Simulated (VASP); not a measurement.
# SiC in VASP: single point with PBEsol

Aim: the single point of SiC with PBEsol.

Everything below comes from runs of VASP 6.6.1. Logs are shortened: lines on timing, memory, paths and dates and some standing lists are left out, and cuts for length are marked.

### 1 The cell of the first run

The cell holds a slab with vacuum, 20 atoms: a = 3.081 Å, b = 4.357 Å, c = 26.863 Å, α = 90.00°, β = 90.00°, γ = 90.00°.

### 2 Single point, PBEsol

Input file INCAR:

```
SYSTEM = SiC
PREC = Accurate
ENCUT = 520
EDIFF = 1E-7
ISMEAR = -1
SIGMA = 0.05
LREAL = Auto
LASPH = .TRUE.
NELM = 60
ALGO = Normal
ISIF = 2
LWAVE = .FALSE.
LCHARG = .FALSE.
GGA = PS
NBANDS = 56
```

Input file KPOINTS:

```
regular mesh
0
G
  6 4 1
  0 0 0
```

Input file POSCAR:

```
SiC
1.0
    2.1784270000     -2.1784270000      0.0000000000
    0.0000000000      0.0000000000      4.3568530000
  -18.9953080000    -18.9953080000      0.0000000000
Si C
10 10
Direct
    0.9990950000      0.0038010000      0.7027890000
    0.9990850000      0.0020570000      0.4714400000
    0.9990690000      0.9541120000      0.2513460000
    0.9990930000      0.0031960000      0.5862460000
    0.9990700000      0.0004360000      0.3571650000
    0.4990970000      0.5006690000      0.6430380000
    0.4990760000      0.5030520000      0.4139560000
    0.4991080000      0.4544340000      0.7488530000
    0.4990950000      0.5021050000      0.5287610000
    0.4990870000      0.5035040000      0.2974070000
    0.9990980000      0.2504360000      0.6436320000
    0.9990740000      0.2529910000      0.4140740000
    0.9991090000      0.2589850000      0.7579810000
    0.9990960000      0.2522880000      0.5287140000
    0.9990810000      0.2591790000      0.2989100000
    0.4990940000      0.7531280000      0.5861340000
    0.4990640000      0.7502040000      0.3565740000
    0.4990920000      0.7594620000      0.7012930000
    0.4990820000      0.7522400000      0.4714940000
    0.4990690000      0.7586590000      0.2422160000
```

Potentials or basis: VASP PAW PBE potentials, release 64 (Si, C).

Command:

```
cat potpaw_PBE.64/Si/POTCAR potpaw_PBE.64/C/POTCAR > POTCAR
mpirun -np 1 vasp_std > vasp.out
```

OUTCAR:

```text
SYSTEM = SiC
   PREC = Accurate
   ENCUT = 520
   EDIFF = 1E-7
   ISMEAR = -1
   LREAL = Auto
   LASPH = .TRUE.
   NELM = 60
   ISIF = 2
   GGA = PS

 ion  position               nearest neighbor table
   1  0.999  0.004  0.703-  13 1.85  18 1.87  18 1.87  11 1.92   8 2.79   8 2.79   8 3.10   8 3.10
                             6 3.10   6 3.10   6 3.12   6 3.12   4 3.13
   2  0.999  0.002  0.471-  14 1.89  19 1.89  19 1.89  12 1.89   5 3.07   7 3.08   7 3.08   9 3.08
                             9 3.08   9 3.08   9 3.08   4 3.08   7 3.09   7 3.09
   3  0.999  0.954  0.251-  20 1.78  20 1.78  15 1.84  10 2.79  10 2.79   5 2.85  10 3.10  10 3.10

   4  0.999  0.003  0.586-  11 1.88  16 1.89  16 1.89  14 1.89   6 3.07   6 3.07   9 3.08   9 3.08
                             6 3.08   6 3.08   2 3.08   9 3.09   9 3.09   1 3.13
   5  0.999  0.000  0.357-  12 1.88  17 1.89  17 1.89  15 1.93   3 2.85   7 3.07   7 3.07   2 3.07
                             7 3.08   7 3.08  10 3.10  10 3.10  10 3.12  10 3.12
   6  0.499  0.501  0.643-  16 1.88  11 1.89  11 1.89  18 1.93   8 2.85   4 3.07   4 3.07   9 3.07
                             4 3.08   4 3.08   1 3.10   1 3.10   1 3.12   1 3.12
   7  0.499  0.503  0.414-  17 1.88  12 1.89  12 1.89  19 1.89   5 3.07   5 3.07   2 3.08   2 3.08
                             5 3.08   5 3.08   9 3.08   2 3.09   2 3.09  10 3.13
   8  0.499  0.454  0.749-  13 1.78  13 1.78  18 1.84   1 2.79   1 2.79   6 2.85   1 3.10   1 3.10

   9  0.499  0.502  0.529-  19 1.89  14 1.89  14 1.89  16 1.89   6 3.07   4 3.08   4 3.08   2 3.08
                             2 3.08   2 3.08   2 3.08   7 3.08   4 3.09   4 3.09
  10  0.499  0.504  0.297-  20 1.85  15 1.87  15 1.87  17 1.92   3 2.79   3 2.79   3 3.10   3 3.10
                             5 3.10   5 3.10   5 3.12   5 3.12   7 3.13
  11  0.999  0.250  0.644-   4 1.88   6 1.89   6 1.89   1 1.92
  12  0.999  0.253  0.414-   5 1.88   7 1.89   7 1.89   2 1.89
  13  0.999  0.259  0.758-   8 1.78   8 1.78   1 1.85
  14  0.999  0.252  0.529-   2 1.89   9 1.89   9 1.89   4 1.89
  15  0.999  0.259  0.299-   3 1.84  10 1.87  10 1.87   5 1.93
  16  0.499  0.753  0.586-   6 1.88   4 1.89   4 1.89   9 1.89
  17  0.499  0.750  0.357-   7 1.88   5 1.89   5 1.89  10 1.92
  18  0.499  0.759  0.701-   8 1.84   1 1.87   1 1.87   6 1.93
  19  0.499  0.752  0.471-   9 1.89   2 1.89   2 1.89   7 1.89
  20  0.499  0.759  0.242-   3 1.78   3 1.78  10 1.85

  LATTYP: Found a simple orthorhombic cell.
 ALAT       =     3.0807610080
 B/A-ratio  =     1.4142132378
 C/A-ratio  =     8.7197358461

  Lattice vectors:

 A1 = (   2.1784270000,  -2.1784270000,   0.0000000000)
 A2 = (   0.0000000000,   0.0000000000,   4.3568530000)
 A3 = ( -18.9953080000, -18.9953080000,   0.0000000000)

Analysis of symmetry for initial positions (statically):
=====================================================================
 Subroutine PRICEL returns:
 Original cell was already a primitive cell.

 Routine SETGRP: Setting up the symmetry group for a
 simple orthorhombic supercell.

 Subroutine GETGRP returns: Found  1 space group operations
 (whereof  1 operations were pure point group operations)
 out of a pool of  8 trial point group operations.

The static configuration has the point symmetry C_1 .

Analysis of symmetry for dynamics (positions and initial velocities):
=====================================================================
 Subroutine PRICEL returns:
 Original cell was already a primitive cell.

 Routine SETGRP: Setting up the symmetry group for a
 simple orthorhombic supercell.

 Subroutine GETGRP returns: Found  1 space group operations
 (whereof  1 operations were pure point group operations)
 out of a pool of  8 trial point group operations.

The dynamic configuration has the point symmetry C_1 .

 Subroutine INISYM returns: Found  1 space group operations
 (whereof  1 operations are pure point group operations),
 and found     1 'primitive' translations

----------------------------------------------------------------------------------------

                                     Primitive cell

  volume of cell :     360.5722

  direct lattice vectors                    reciprocal lattice vectors
     2.178427000 -2.178427000  0.000000000     0.229523413 -0.229523413  0.000000000
     0.000000000  0.000000000  4.356853000     0.000000000  0.000000000  0.229523466
   -18.995308000-18.995308000  0.000000000    -0.026322290 -0.026322290  0.000000000

  length of vectors
[... 59 lines left out ...]
     0.000000000  0.000000000  0.057380866     0.000000000  0.250000000  0.000000000
    -0.026322290 -0.026322290  0.000000000     0.000000000  0.000000000  1.000000000

  Length of vectors
     0.054099187  0.057380866  0.037225339

  Shift w.r.t. Gamma in fractional coordinates (k-lattice)
     0.000000000  0.000000000  0.000000000

 Subroutine IBZKPT returns following result:
 ===========================================

 Found     14 irreducible k-points:

 Following reciprocal coordinates:
            Coordinates               Weight
  0.000000  0.000000  0.000000      1.000000
  0.166667  0.000000  0.000000      2.000000
  0.333333  0.000000  0.000000      2.000000
  0.500000  0.000000  0.000000      1.000000
  0.000000  0.250000  0.000000      2.000000
  0.166667  0.250000  0.000000      2.000000
  0.166667 -0.250000  0.000000      2.000000
  0.333333  0.250000  0.000000      2.000000
  0.333333 -0.250000  0.000000      2.000000
  0.500000  0.250000  0.000000      2.000000
  0.000000  0.500000  0.000000      1.000000
  0.166667  0.500000  0.000000      2.000000
  0.333333  0.500000  0.000000      2.000000
  0.500000  0.500000  0.000000      1.000000
   k-points           NKPTS =     14   k-points in BZ     NKDIM =     14   number of bands    NBANDS=     56
   number of dos      NEDOS =    301   number of ions     NIONS =     20
   total plane-waves  NPLWV = 153600
   dimension x,y,z NGX =    24 NGY =   32 NGZ =  200
   dimension x,y,z NGXF=    48 NGYF=   64 NGZF=  400
   ions per type =              10  10
   NGX,Y,Z   is equivalent  to a cutoff of  12.95, 12.21, 12.38 a.u.
   NGXF,Y,Z  is equivalent  to a cutoff of  25.90, 24.42, 24.75 a.u.
 SYSTEM =  SiC
   PREC   = accura    normal or accurate (medium, high low for compatibility)
   ISTART =      0    job   : 0-new  1-cont  2-samecut
   ICHARG =      2    charge: 1-file 2-atom 10-const
   ISPIN  =      1    spin polarized calculation?
   LNONCOLLINEAR =      F non collinear calculations
   LSORBIT =      F    spin-orbit coupling
   LASPH  =      T    aspherical Exc in radial PAW
   ENCUT  =  520.0 eV  38.22 Ry    6.18 a.u.   5.73  8.10 49.95*2*pi/ulx,y,z
   NELM   =     60;   NELMIN=  2; NELMDL= -5     # of ELM steps
   EDIFF  = 0.1E-06   stopping-criterion for ELM
   LREAL  =      T    real-space projection
   EDIFFG = 0.1E-05   stopping-criterion for IOM
   NSW    =      0    number of steps for IOM
   IBRION =     -1    ionic relax: 0-MD 1-quasi-New 2-CG
   NFREE  =      0    steps in history (QN), initial steepest desc. (CG)
   ISIF   =      2    stress and relaxation
   ISYM   =      2    0-nonsym 1-usesym 2-fastsym
   POTIM  = 0.5000    time-step for ionic-motion
   TEBEG  =    0.0;   TEEND  =   0.0 temperature during run
   PSTRESS=    0.0 pullay stress
   NELECT =      80.0000    total number of electrons
   NUPDOWN=      -1.0000    fix difference up-down
   EMIN   =  10.00;   EMAX   =-10.00  energy-range for DOS
   EFERMI =   0.00;   METHOD = LEGACY
   ISMEAR =    -1;   SIGMA  =   0.05  broadening in eV -4-tet -1-fermi 0-gaus
   EFERMI_NEDOS =   21; number of points for ismear=-14 and -15
   IALGO  =     38    algorithm
   IMIX   =      4    mixing-type and parameters
     AMIX     =   0.40;   BMIX     =  1.00
     AMIX_MAG =   1.60;   BMIX_MAG =  1.00
  volume/ion in A,a.u.               =      18.03       121.66
  Fermi-wavevector in a.u.,A,eV,Ry     =   0.991077  1.872864 13.364100  0.982234
  Thomas-Fermi vector in A             =   2.122793
   LORBIT       =      0    0 simple, 1 ext, 2 COOP (PROOUT), +10 PAW based schemes
   GGA     = PS    functional components
   LHFCALC =     F    Hartree Fock is set to
   AEXX    =    0.0000 exact exchange contribution
   IVDW    =     0    specifies the selected vdW correction
   LEPSILON=     F    determine dielectric tensor
   LRPA    =     F    only Hartree local field effects (RPA)
 non-spin polarized calculation
  energy-cutoff  :      520.00
  volume of cell :      360.57
 maximum number of plane-waves:      9788
 NGX is ok and might be reduce to    24
   NGX = 11   NGY = 17   NGZ = 99

 number of electron      79.9999993 magnetization

 Free energy of the ion-electron system (eV)
  ---------------------------------------------------
  ext. energy  EPLUGINS =         0.00000000
  ---------------------------------------------------
  free energy    TOTEN  =      -153.86356482 eV

  energy without entropy =     -153.85927913  energy(sigma->0) =     -153.86142197

 E-fermi :   2.6635     XC(G=0):  -7.1893

 val. band max:        2.5072528261   @ k =   0.5000   0.5000   0.0000
 cond. band min:       2.8010861200   @ k =   0.5000   0.0000   0.0000
 fundamental gap:      0.2938332939
 Fermi energy:         2.6635230113

 k-point     1 :       0.0000    0.0000    0.0000
  band No.  band energies     occupation
      1     -13.3332      2.00000
      2     -13.0411      2.00000
      3     -12.5259      2.00000
      4     -11.7543      2.00000
      5     -10.7423      2.00000
      6      -9.6620      2.00000
[... 759 lines left out ...]
     51       8.6546      0.00000
     52       8.6555      0.00000
 [bands above 52 left out]

------------------------ aborting loop because EDIFF is reached ----------------------------------------

  FORCE on cell =-STRESS in cart. coord.  units (eV):
  Direction    XX          YY          ZZ          XY          YZ          ZX
  --------------------------------------------------------------------------------------
  -------------------------------------------------------------------------------------
  Total        1.1243096      1.1210964      1.8924213     -0.7846688      0.0296224      0.0256559
  in kB        4.9957908      4.9815131      8.4088414     -3.4866207      0.1316252      0.1140000
  external PRESSURE =       6.1287151 kB  Pullay stress =       0.0000000 kB

 VOLUME and BASIS-vectors are now :
 -----------------------------------------------------------------------------
  energy-cutoff  :      520.00
  volume of cell :      360.57
      direct lattice vectors                 reciprocal lattice vectors
     2.178427000 -2.178427000  0.000000000     0.229523413 -0.229523413  0.000000000
     0.000000000  0.000000000  4.356853000     0.000000000  0.000000000  0.229523466
   -18.995308000-18.995308000  0.000000000    -0.026322290 -0.026322290  0.000000000

 POSITION                                       TOTAL-FORCE (eV/Angst)
 -----------------------------------------------------------------------------------
    -11.17324    -15.52615      0.01656        -0.001725     -0.000115     -0.000083
     -6.77871    -11.13158      0.00896        -0.000371      0.000170      0.003926
     -2.59800     -6.95079      4.15693         0.002951      0.005784      0.000299
     -8.95947    -13.31237      0.01392        -0.001023     -0.001357     -0.002219
     -4.60806     -8.96086      0.00190         0.002354      0.004085      0.004170
    -11.12746    -13.30195      2.18134        -0.005513     -0.004331      0.002645
[... 12 lines left out ...]
     -7.86896    -10.04339      3.27740        -0.003467     -0.003713     -0.005906
     -3.51378     -5.68815      3.30537         0.019619      0.020468     -0.007216
 -----------------------------------------------------------------------------------
    total drift:                                0.019758     -0.020330     -0.027825

  FREE ENERGIE OF THE ION-ELECTRON SYSTEM (eV)
  ---------------------------------------------------
  free  energy   TOTEN  =      -153.8635648234 eV

  energy  without entropy=     -153.8592791258  energy(sigma->0) =     -153.86142197
```

Wall time 7 min (1 thread of Intel Xeon 6975P-C, shared host); peak memory 0.48 GiB.

What came out:

```yaml
Free_energy: -153.8636 eV
Largest_force: 0.029 eV/Å
Band_gap_on_the_k_mesh: 0.29 eV, indirect (least direct gap 0.59 eV)
```

Forces on the atoms (eV/Å):
```
Si  -0.002  0.000  0.000
Si   0.000  0.000  0.004
Si   0.003  0.006  0.000
Si  -0.001 -0.001 -0.002
Si   0.002  0.004  0.004
Si  -0.006 -0.004  0.003
Si  -0.004 -0.002 -0.002
Si  -0.007 -0.005 -0.003
Si  -0.004 -0.002  0.003
Si  -0.004 -0.001  0.002
C    0.007  0.003 -0.002
C    0.004  0.004 -0.005
C   -0.017 -0.020 -0.008
C    0.007  0.006 -0.006
C    0.000 -0.002  0.012
C    0.000 -0.001 -0.005
C    0.003 -0.001  0.002
C    0.003 -0.001  0.016
C   -0.003 -0.004 -0.006
C    0.020  0.020 -0.007
```

Caveat: the PAW data sets were made with another functional, which shifts forces and pressure a little.
